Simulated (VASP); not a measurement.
FePt: single point with LDA

The system is FePt.

```
CELL_PARAMETERS angstrom
2.72350 0.00000 0.00000
0.00000 2.72350 0.00000
0.00000 0.00000 3.72000
ATOMIC_POSITIONS crystal
Pt 0.50000 0.50000 0.50000
Fe 0.00000 0.00000 0.00000
```

```json
{
 "Program": "VASP 6.6.1",
 "Task": "single point",
 "Functional": "LDA",
 "Potentials or basis": "VASP PAW LDA potentials, release 64 (Pt, Fe)",
 "Cutoff": "520 eV",
 "k mesh": "6 × 6 × 4",
 "Occupations": "fermi-dirac, width 0.05 eV",
 "Spin": "collinear spin, ferromagnetic start",
 "Starting moments": "[0.0, 3.0] μB"
}
```

```yaml
Pressure: -13.0 GPa
Net_moment: 3.23 μB per cell
Site_moments: Pt +0.37; Fe +2.80 μB
Valence_electrons_inside_the_program's_atomic_spheres: Pt 9.42; Fe 7.02
```

Stress tensor (GPa, compression positive):
```
-14.58   0.00   0.00
  0.00 -14.58   0.00
  0.00   0.00  -9.74
```

Levels at points of the mesh, in eV from the Fermi level:
Spin up:
```csv
k point,band 7,band 8,band 9,band 10,band 11,band 12,band 13,band 14,band 15,band 16
"(0.00, 0.00, 0.00)",-1.81,-1.58,-0.35,-0.17,-0.17,2.35,9.93,11.71,11.71,17.24
"(0.50, 0.00, 0.00)",-2.60,-2.16,-1.82,-1.53,0.43,2.13,10.58,10.67,12.64,13.41
"(0.50, 0.50, 0.00)",-0.29,-0.21,-0.21,0.65,1.68,1.68,7.72,10.19,10.98,12.40
"(0.00, 0.00, 0.50)",-2.07,-2.07,-2.00,-2.00,-1.47,-0.74,15.77,15.79,16.23,16.23
"(0.50, 0.00, 0.50)",-0.89,-0.59,-0.49,-0.41,-0.28,-0.23,4.83,6.97,16.23,16.57
"(0.50, 0.50, 0.50)",-1.92,-1.64,-0.74,0.65,6.96,6.96,7.83,8.50,8.54,8.65
```
Spin down:
```tsv
k point	band 5	band 6	band 7	band 8	band 9	band 10	band 11	band 12
(0.00, 0.00, 0.00)	-2.30	-0.72	-0.71	0.51	1.55	1.71	1.71	2.68
(0.50, 0.00, 0.00)	-2.37	-1.29	-1.12	-0.91	0.39	0.71	2.42	2.59
(0.50, 0.50, 0.00)	0.94	1.20	1.54	1.78	1.78	1.79	1.97	1.97
(0.00, 0.00, 0.50)	-1.81	-1.81	-1.32	-0.50	0.08	0.46	0.46	1.28
(0.50, 0.00, 0.50)	-2.21	-0.44	-0.20	-0.18	0.93	1.51	1.54	1.55
(0.50, 0.50, 0.50)	-1.39	-1.31	-1.31	0.66	0.95	1.80	7.72	7.72
```

Run time: 20 s on 1 thread of Intel(R) Xeon(R) Platinum 8559C (Emerald Rapids), on a shared host, peak memory 0.14 GiB.

Caveat: the k points lie up to 0.42 Å⁻¹ apart; spin-orbit coupling is left out, which moves the levels of the heavy elements.
